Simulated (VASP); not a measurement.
# CoSi2 (Fm-3m) in VASP: a series of runs

CoSi2 is run at these levels: PBEsol; tasks: single point.

Everything below comes from runs of VASP 6.6.1. Logs are shortened: lines on timing, memory, paths and dates and some standing lists are left out, and cuts for length are marked.

## (1) The cell of the first run

The structure is cubic, space group Fm-3m (No. 225). Conventional cell: a = 5.204 Å, b = 5.204 Å, c = 5.204 Å, α = 90.00°, β = 90.00°, γ = 90.00°. Co (site symmetry m-3m) has 8 Si at 2.25 Å within 3.0 Å. Si (site symmetry -43m) has 4 Co at 2.25 Å and 6 Si at 2.60 Å within 3.0 Å.

## (2) Single point, PBEsol (11.74 Å³/atom)

INCAR reads:

```
SYSTEM = CoSi2
  PREC = Accurate
  ENCUT = 520
  EDIFF = 1E-7
  ISMEAR = 0
  SIGMA = 0.1
  LREAL = .False.
  LASPH = .True.
  NELM = 100
  ALGO = Normal
  ISIF = 2
  LWAVE = .False.
  LCHARG = .True.
  GGA = PS
  LELF = .True.
  LVHAR = .True.
  NBANDS = 16
```

KPOINTS reads:

```
Automatic mesh
0
Gamma
  14 14 14
  0 0 0
```

POSCAR reads:

```
CoSi2
1.0
    0.0000000000      2.6020142709      2.6020142709
    2.6020142709      0.0000000000      2.6020142709
    2.6020142709      2.6020142709      0.0000000000
Co Si
1 2
Direct
    0.0000000000      0.0000000000      0.0000000000
    0.2500000000      0.2500000000      0.2500000000
    0.7500000000      0.7500000000      0.7500000000
```

Potentials or basis: VASP PAW PBE potentials, release 64 (Co, Si).

The run is started by

```sh
$ cat potpaw_PBE.64/Co/POTCAR potpaw_PBE.64/Si/POTCAR > POTCAR
$ mpirun -np 1 vasp_std > vasp.out
```

OUTCAR:

```text
SYSTEM = CoSi2
   PREC = Accurate
   ENCUT = 520
   EDIFF = 1E-7
   ISMEAR = 0
   LREAL = .False.
   LASPH = .True.
   NELM = 100
   ISIF = 2
   GGA = PS

 ion  position               nearest neighbor table
   1  0.000  0.000  0.000-   3 2.25   3 2.25   3 2.25   2 2.25   3 2.25   2 2.25   2 2.25   2 2.25

   2  0.250  0.250  0.250-   1 2.25   1 2.25   1 2.25   1 2.25   3 2.60   3 2.60   3 2.60   3 2.60
                             3 2.60   3 2.60
   3  0.750  0.750  0.750-   1 2.25   1 2.25   1 2.25   1 2.25   2 2.60   2 2.60   2 2.60   2 2.60
                             2 2.60   2 2.60

  LATTYP: Found a face centered cubic cell.
 ALAT       =     5.2040285418

  Lattice vectors:

 A1 = (   0.0000000000,   2.6020142709,   2.6020142709)
 A2 = (   2.6020142709,   0.0000000000,   2.6020142709)
 A3 = (   2.6020142709,   2.6020142709,   0.0000000000)

Analysis of symmetry for initial positions (statically):
=====================================================================
 Subroutine PRICEL returns:
 Original cell was already a primitive cell.

 Routine SETGRP: Setting up the symmetry group for a
 face centered cubic supercell.

 Subroutine GETGRP returns: Found 48 space group operations
 (whereof 48 operations were pure point group operations)
 out of a pool of 48 trial point group operations.

The static configuration has the point symmetry O_h .

Analysis of symmetry for dynamics (positions and initial velocities):
=====================================================================
 Subroutine PRICEL returns:
 Original cell was already a primitive cell.

 Routine SETGRP: Setting up the symmetry group for a
 face centered cubic supercell.

 Subroutine GETGRP returns: Found 48 space group operations
 (whereof 48 operations were pure point group operations)
 out of a pool of 48 trial point group operations.

The dynamic configuration has the point symmetry O_h .

 Subroutine INISYM returns: Found 48 space group operations
 (whereof 48 operations are pure point group operations),
 and found     1 'primitive' translations

----------------------------------------------------------------------------------------

                                     Primitive cell

  volume of cell :      35.2338

  direct lattice vectors                    reciprocal lattice vectors
     0.000000000  2.602014271  2.602014271    -0.192158823  0.192158823  0.192158823
     2.602014271  0.000000000  2.602014271     0.192158823 -0.192158823  0.192158823
     2.602014271  2.602014271  0.000000000     0.192158823  0.192158823 -0.192158823

  length of vectors
     3.679803871  3.679803871  3.679803871     0.332828845  0.332828845  0.332828845

  position of ions in fractional coordinates (direct lattice)
     0.000000000  0.000000000  0.000000000
     0.250000000  0.250000000  0.250000000
     0.750000000  0.750000000  0.750000000

  ion indices of the primitive-cell ions
   primitive index   ion index
                 1           1
                 2           2
                 3           3

----------------------------------------------------------------------------------------

 KPOINTS: Automatic mesh

Automatic generation of k-mesh.
 Grid dimensions read from file:
 generate k-points for:   14   14   14

 Generating k-lattice:

  Cartesian coordinates                     Fractional coordinates (reciprocal lattice)
    -0.013725630  0.013725630  0.013725630     0.071428571  0.000000000  0.000000000
     0.013725630 -0.013725630  0.013725630     0.000000000  0.071428571  0.000000000
     0.013725630  0.013725630 -0.013725630     0.000000000  0.000000000  0.071428571

  Length of vectors
     0.023773489  0.023773489  0.023773489

  Shift w.r.t. Gamma in fractional coordinates (k-lattice)
     0.000000000  0.000000000  0.000000000

 Subroutine IBZKPT returns following result:
 ===========================================

 Found    104 irreducible k-points:

 Following reciprocal coordinates:
            Coordinates               Weight
  0.000000  0.000000  0.000000      1.000000
  0.071429  0.000000  0.000000      8.000000
  0.142857  0.000000  0.000000      8.000000
  0.214286  0.000000  0.000000      8.000000
  0.285714  0.000000  0.000000      8.000000
  0.357143  0.000000  0.000000      8.000000
[... 16 lines left out ...]
  0.214286  0.142857  0.000000     24.000000
  0.285714  0.142857  0.000000     24.000000
 [... further k-points ...]
   k-points           NKPTS =    104   k-points in BZ     NKDIM =    104   number of bands    NBANDS=     16
   number of dos      NEDOS =    301   number of ions     NIONS =      3
   total plane-waves  NPLWV =  21952
   dimension x,y,z NGX =    28 NGY =   28 NGZ =   28
   dimension x,y,z NGXF=    56 NGYF=   56 NGZF=   56
   ions per type =               1   2
   NGX,Y,Z   is equivalent  to a cutoff of  12.65, 12.65, 12.65 a.u.
   NGXF,Y,Z  is equivalent  to a cutoff of  25.30, 25.30, 25.30 a.u.
 SYSTEM =  CoSi2
   PREC   = accura    normal or accurate (medium, high low for compatibility)
   ISTART =      0    job   : 0-new  1-cont  2-samecut
   ICHARG =      2    charge: 1-file 2-atom 10-const
   ISPIN  =      1    spin polarized calculation?
   LNONCOLLINEAR =      F non collinear calculations
   LSORBIT =      F    spin-orbit coupling
   LASPH  =      T    aspherical Exc in radial PAW
   ENCUT  =  520.0 eV  38.22 Ry    6.18 a.u.   6.84  6.84  6.84*2*pi/ulx,y,z
   NELM   =    100;   NELMIN=  2; NELMDL= -5     # of ELM steps
   EDIFF  = 0.1E-06   stopping-criterion for ELM
   LREAL  =      F    real-space projection
   EDIFFG = 0.1E-05   stopping-criterion for IOM
   NSW    =      0    number of steps for IOM
   IBRION =     -1    ionic relax: 0-MD 1-quasi-New 2-CG
   NFREE  =      0    steps in history (QN), initial steepest desc. (CG)
   ISIF   =      2    stress and relaxation
   ISYM   =      2    0-nonsym 1-usesym 2-fastsym
   POTIM  = 0.5000    time-step for ionic-motion
   TEBEG  =    0.0;   TEEND  =   0.0 temperature during run
   PSTRESS=    0.0 pullay stress
   NELECT =      17.0000    total number of electrons
   NUPDOWN=      -1.0000    fix difference up-down
   EMIN   =  10.00;   EMAX   =-10.00  energy-range for DOS
   EFERMI =   0.00;   METHOD = LEGACY
   ISMEAR =     0;   SIGMA  =   0.10  broadening in eV -4-tet -1-fermi 0-gaus
   EFERMI_NEDOS =   21; number of points for ismear=-14 and -15
   IALGO  =     38    algorithm
   IMIX   =      4    mixing-type and parameters
     AMIX     =   0.40;   BMIX     =  1.00
     AMIX_MAG =   1.60;   BMIX_MAG =  1.00
  volume/ion in A,a.u.               =      11.74        79.26
  Fermi-wavevector in a.u.,A,eV,Ry     =   1.284019  2.426444 22.431992  1.648705
  Thomas-Fermi vector in A             =   2.416238
   LORBIT       =      0    0 simple, 1 ext, 2 COOP (PROOUT), +10 PAW based schemes
   GGA     = PS    functional components
   LHFCALC =     F    Hartree Fock is set to
   AEXX    =    0.0000 exact exchange contribution
   IVDW    =     0    specifies the selected vdW correction
   LEPSILON=     F    determine dielectric tensor
   LRPA    =     F    only Hartree local field effects (RPA)
 non-spin polarized calculation
 Gauss-broadening in eV      SIGMA  =   0.10
  energy-cutoff  :      520.00
  volume of cell :       35.23
 maximum number of plane-waves:       966
   NGX = 13   NGY = 13   NGZ = 13

 number of electron      17.0000001 magnetization

 Free energy of the ion-electron system (eV)
  ---------------------------------------------------
  ext. energy  EPLUGINS =         0.00000000
  ---------------------------------------------------
  free energy    TOTEN  =       -20.89089016 eV

  energy without entropy =      -20.88592594  energy(sigma->0) =      -20.88840805

 E-fermi :  11.2222     XC(G=0): -12.2553

 val. band max:       11.2198019269   @ k =   0.3571   0.0714   0.0000
 cond. band min:      11.2315688338   @ k =   0.4286   0.2143   0.0714
 fundamental gap:      0.0117669069
 Fermi energy:        11.2222320196

 k-point     1 :       0.0000    0.0000    0.0000
  band No.  band energies     occupation
      1      -2.6027      2.00000
      2       6.7179      2.00000
      3       6.7179      2.00000
      4       6.7179      2.00000
      5       8.9924      2.00000
      6       8.9924      2.00000
[... 8 lines left out ...]
     15      17.2577      0.00000
     16      17.2577      0.00000

 k-point     2 :       0.0714    0.0000    0.0000
  band No.  band energies     occupation
      1      -2.5198      2.00000
      2       6.5451      2.00000
      3       6.7477      2.00000
      4       6.7477      2.00000
      5       8.9660      2.00000
      6       8.9660      2.00000
[... 8 lines left out ...]
     15      16.9125      0.00000
     16      17.1143      0.00000

 k-point     3 :       0.1429    0.0000    0.0000
  band No.  band energies     occupation
      1      -2.2723      2.00000
      2       6.0571      2.00000
      3       6.8312      2.00000
      4       6.8312      2.00000
      5       8.9032      2.00000
      6       8.9032      2.00000
[... 8 lines left out ...]
     15      16.7165      0.00000
     16      17.5834      0.00000

 k-point     4 :       0.2143    0.0000    0.0000
  band No.  band energies     occupation
      1      -1.8639      2.00000
      2       5.3155      2.00000
      3       6.9488      2.00000
      4       6.9488      2.00000
      5       8.8488      2.00000
      6       8.8488      2.00000
[... 8 lines left out ...]
     15      17.5650      0.00000
     16      18.7095      0.00000
[... 324 lines left out ...]
 k-point    22 :       0.1429    0.1429    0.0000
  band No.  band energies     occupation
      1      -2.1621      2.00000
      2       6.1570      2.00000
      3       6.7529      2.00000
      4       6.7529      2.00000
      5       8.5481      2.00000
      6       9.1118      2.00000
[... 8 lines left out ...]
     15      17.9573      0.00000
     16      17.9573      0.00000

 k-point    23 :       0.2143    0.1429    0.0000
  band No.  band energies     occupation
      1      -1.8622      2.00000
      2       5.7442      2.00000
      3       6.7983      2.00000
      4       6.8373      2.00000
      5       8.3112      2.00000
      6       9.1560      2.00000
[... 8 lines left out ...]
     15      18.8511      0.00000
     16      19.0401      0.00000

 k-point    24 :       0.2857    0.1429    0.0000
  band No.  band energies     occupation
      1      -1.4044      2.00000
      2       5.0596      2.00000
      3       6.8826      2.00000
      4       6.9480      2.00000
      5       8.1205      2.00000
      6       9.2014      2.00000
[... 8 lines left out ...]
     15      19.8915      0.00000
     16      20.2845      0.00000

 [... further k-points ...]
[... 5 lines left out ...]
  --------------------------------------------------------------------------------------
  -------------------------------------------------------------------------------------
  Total        3.0689269      3.0689269      3.0689269     -0.0000000      0.0000000      0.0000000
  in kB      139.5526554    139.5526554    139.5526554     -0.0000000      0.0000000      0.0000000
  external PRESSURE =     139.5526554 kB  Pullay stress =       0.0000000 kB

 VOLUME and BASIS-vectors are now :
 -----------------------------------------------------------------------------
  energy-cutoff  :      520.00
  volume of cell :       35.23
      direct lattice vectors                 reciprocal lattice vectors
     0.000000000  2.602014271  2.602014271    -0.192158823  0.192158823  0.192158823
     2.602014271  0.000000000  2.602014271     0.192158823 -0.192158823  0.192158823
     2.602014271  2.602014271  0.000000000     0.192158823  0.192158823 -0.192158823

 POSITION                                       TOTAL-FORCE (eV/Angst)
 -----------------------------------------------------------------------------------
      0.00000      0.00000      0.00000        -0.000000      0.000000      0.000000
      1.30101      1.30101      1.30101        -0.000000     -0.000000     -0.000000
      3.90302      3.90302      3.90302         0.000000     -0.000000      0.000000
 -----------------------------------------------------------------------------------
    total drift:                               -0.000000     -0.000000      0.000000

  FREE ENERGIE OF THE ION-ELECTRON SYSTEM (eV)
  ---------------------------------------------------
  free  energy   TOTEN  =       -20.8908901601 eV

  energy  without entropy=      -20.8859259399  energy(sigma->0) =      -20.88840805
```

Wall time 94 s (1 thread of AMD EPYC 7R13, shared host); peak memory 0.17 GiB.

What came out:

```
Free energy            : -20.8909 eV
Pressure               : 14.0 GPa
Band gap on the k mesh : zero (an odd number of electrons rules out a gap without spin polarisation)
```

Caveat: the cell stands under pressure; the PAW data sets were made with another functional, which shifts forces and pressure a little; the run has no spin polarisation, though such a crystal can be magnetic. Spin polarisation is off, so any magnetic state and its effect on volume and gap are missing.

## (3) Single point, PBEsol (12.12 Å³/atom)

This run uses another cell than the first one, of 12.12 Å³/atom.

INCAR reads:

```
SYSTEM = CoSi2
  PREC = Accurate
  ENCUT = 520
  EDIFF = 1E-6
  ISMEAR = 0
  SIGMA = 0.1
  LREAL = .FALSE.
  LASPH = .TRUE.
  NELM = 60
  ALGO = Normal
  ISIF = 2
  LWAVE = .FALSE.
  LCHARG = .TRUE.
  GGA = PS
  LELF = .TRUE.
  LVHAR = .TRUE.
  NBANDS = 16
```

KPOINTS reads:

```
Automatic mesh
0
G
  14 14 14
  0 0 0
```

POSCAR reads:

```
CoSi2
1.0
    0.0000000000      2.6294059077      2.6294059077
    2.6294059077      0.0000000000      2.6294059077
    2.6294059077      2.6294059077      0.0000000000
Co Si
1 2
Direct
    0.0000000000      0.0000000000      0.0000000000
    0.2500000000      0.2500000000      0.2500000000
    0.7500000000      0.7500000000      0.7500000000
```

Potentials or basis: VASP PAW PBE potentials, release 64 (Co, Si).

The run is started by

```sh
$ cat potpaw_PBE.64/Co/POTCAR potpaw_PBE.64/Si/POTCAR > POTCAR
$ mpirun -np 1 vasp_std > vasp.out
```

It took 96 s on 1 thread of AMD EPYC 7R13, shared host; peak memory 0.17 GiB.

It converged, with:

| Quantity | Value |
| --- | --- |
| Free energy | -20.9619 eV |
| Pressure | 6.5 GPa |
| Band gap on the k mesh | zero (an odd number of electrons rules out a gap without spin polarisation) |

Levels at points of the mesh, in eV from the Fermi level:
| k point | band 7 | band 8 | band 9 | band 10 | band 11 | band 12 |
| --- | --- | --- | --- | --- | --- | --- |
| (0.00, 0.00, 0.00) | 1.33 | 3.42 | 3.42 | 3.42 | 3.64 | 3.64 |
| (0.50, 0.00, 0.00) | -1.80 | -0.51 | -0.51 | 2.82 | 3.57 | 3.57 |
| (0.50, 0.50, 0.00) | -2.15 | -2.11 | -1.47 | 1.80 | 2.89 | 8.63 |

Caveat: the cell stands under pressure; the PAW data sets were made with another functional, which shifts forces and pressure a little; the run has no spin polarisation, though such a crystal can be magnetic. Spin polarisation is off, so any magnetic state and its effect on volume and gap are missing.

## (4) Single point, PBEsol

This run uses another cell than the first one, of 12.49 Å³/atom.

INCAR reads:

```
ALGO     = Normal         # electronic algorithm
EDIFF    = 1E-6           # SCF threshold, eV
ENCUT    = 520            # plane-wave cutoff, eV
GGA      = PS             # functional
ISIF     = 2              # what is computed and relaxed
ISMEAR   = 0              # smearing method
LASPH    = T              # aspherical terms in the spheres
LCHARG   = F              # write CHGCAR
LREAL    = F              # projectors in reciprocal space
LWAVE    = F              # write WAVECAR
NBANDS   = 16             # bands
NELM     = 60             # most SCF steps
PREC     = Accurate       # precision mode
SIGMA    = 0.1            # smearing width, eV
```

KPOINTS reads:

```
k-points
0
Gamma
  14 14 14
```

POSCAR reads:

```
CoSi2
1.0
    0.0000000000      2.6562384335      2.6562384335
    2.6562384335      0.0000000000      2.6562384335
    2.6562384335      2.6562384335      0.0000000000
Co Si
1 2
Direct
    0.0000000000      0.0000000000      0.0000000000
    0.2500000000      0.2500000000      0.2500000000
    0.7500000000      0.7500000000      0.7500000000
```

The run is started by

```sh
$ cat potpaw_PBE.64/Co/POTCAR potpaw_PBE.64/Si/POTCAR > POTCAR
$ mpirun -np 1 vasp_std > vasp.out
```

Run time: 90 s. Hardware: 1 thread of AMD EPYC 7R13, shared host; peak memory 0.17 GiB.

It converged, with:

| Quantity | Value |
| --- | --- |
| Free energy | -20.9844 eV |
| Pressure | 0.0 GPa |
| Band gap on the k mesh | zero (an odd number of electrons rules out a gap without spin polarisation) |

Levels at points of the mesh, in eV from the Fermi level:
```
           k point  band 7  band 8  band 9  band 10  band 11  band 12
(0.00, 0.00, 0.00)    1.02    3.42    3.42     3.42     3.51     3.51
(0.50, 0.00, 0.00)   -1.72   -0.49   -0.49     2.72     3.48     3.48
(0.50, 0.50, 0.00)   -2.06   -2.02   -1.40     1.67     2.87     8.60
```

Caveat: the PAW data sets were made with another functional, which shifts forces and pressure a little; the run has no spin polarisation, though such a crystal can be magnetic. Spin polarisation is off, so any magnetic state and its effect on volume and gap are missing.

## (5) Single point, PBEsol

This run uses another cell than the first one, of 12.49 Å³/atom.

INCAR reads:

```
SYSTEM = CoSi2
PREC = Accurate
ENCUT = 520
EDIFF = 1E-7
ISMEAR = 0
SIGMA = 0.1
LREAL = .False.
LASPH = .True.
NELM = 100
ALGO = Normal
ISIF = 2
LWAVE = .False.
LCHARG = .False.
GGA = PS
NBANDS = 16
```

KPOINTS reads:

```
Automatic mesh
0
Gamma
  14 14 14
  0 0 0
```

POSCAR is that of step 4.

The run is started by

```sh
$ cat potpaw_PBE.64/Co/POTCAR potpaw_PBE.64/Si/POTCAR > POTCAR
$ mpirun -np 1 vasp_std > vasp.out
```

Wall time 1.7 min (1 thread of AMD EPYC 7R13, shared host); peak memory 0.17 GiB.

Results (log left out):

```yaml
Free_energy: -20.9844 eV
Pressure: 0.1 GPa
Band_gap_on_the_k_mesh: zero (an odd number of electrons rules out a gap without spin polarisation)
```

Levels at points of the mesh, in eV from the Fermi level:
| k point | band 5 | band 6 | band 7 | band 8 | band 9 | band 10 | band 11 | band 12 | band 13 | band 14 |
| --- | --- | --- | --- | --- | --- | --- | --- | --- | --- | --- |
| (0.00, 0.00, 0.00) | -2.00 | -2.00 | 1.02 | 3.42 | 3.42 | 3.42 | 3.51 | 3.51 | 3.51 | 5.75 |
| (0.50, 0.00, 0.00) | -2.26 | -1.72 | -1.72 | -0.49 | -0.49 | 2.72 | 3.48 | 3.48 | 4.55 | 10.45 |
| (0.50, 0.50, 0.00) | -3.74 | -2.06 | -2.06 | -2.02 | -1.40 | 1.67 | 2.87 | 8.60 | 9.83 | 9.83 |

Caveat: the PAW data sets were made with another functional, which shifts forces and pressure a little; the run has no spin polarisation, though such a crystal can be magnetic. Spin polarisation is off, so any magnetic state and its effect on volume and gap are missing.

## (6) The runs side by side

| cell | gap on the mesh (eV) | pressure (GPa) |
| --- | --- | --- |
| a = 3.680 Å, angles 60.0°, 3 atoms | none | 14.0 |
| a = 3.719 Å, angles 60.0°, 3 atoms | none | 6.5 |
| a = 3.756 Å, angles 60.0°, 3 atoms | none | 0.1 |

Alike in all rows: task single point; level PBEsol; potentials or basis VASP PAW PBE potentials, release 64 (Co, Si); no spin polarisation; k mesh 14 × 14 × 14; cutoff (eV) 520; smearing gaussian 0.1 eV.

Caveats: the PAW data sets were made with another functional, which shifts forces and pressure a little; the run has no spin polarisation, though such a crystal can be magnetic; the cell stands under pressure (at least some runs).

Total energies depend on the potentials used, so only differences within one code and one set of settings carry meaning.

The gap in the log of VASP goes by the Fermi energy; the results here count the filled bands.